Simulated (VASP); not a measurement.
A run of VASP 6.6.1:

INCAR

```
PREC = Accurate ; ENCUT = 520
EDIFF = 1E-6 ; ISMEAR = 0
SIGMA = 0.1 ; LREAL = False
LASPH = True ; NELM = 80
ALGO = Normal ; ISIF = 2
LWAVE = False ; LCHARG = True
GGA = PS ; LELF = True
LVHAR = True ; NBANDS = 31
```

File KPOINTS:

```
Automatic mesh
0
Gamma
  12 12 6
```

The input POSCAR:

```
Si2W
1.0
    3.2505370556      0.0000000000      0.0000000000
    0.0000000000      3.2505370556      0.0000000000
    0.0000000000      0.0000000000      7.7766230939
Si W
4 2
Direct
    0.0000000000      0.0000000000      0.3348224891
    0.5000000000      0.5000000000      0.1651775109
    0.5000000000      0.5000000000      0.8348224891
    0.0000000000      0.0000000000      0.6651775109
    0.0000000000      0.0000000000      0.0000000000
    0.5000000000      0.5000000000      0.5000000000
```

Potentials or basis: VASP PAW PBE potentials, release 64 (Si, W_sv).

The run is started by

```console
$ cat potpaw_PBE.64/Si/POTCAR potpaw_PBE.64/W_sv/POTCAR > POTCAR
$ mpirun -np 1 vasp_std > vasp.out
```

Hardware: 1 thread of Intel(R) Xeon(R) Platinum 8488C (Sapphire Rapids), with other jobs on the host.

Problem. Estimate the wall time of this run.

Solution. Wall time 2.7 min on 1 thread of Intel(R) Xeon(R) Platinum 8488C (Sapphire Rapids) (shared host), peak memory 0.34 GiB. Counts: scf iterations 12, k points 112.
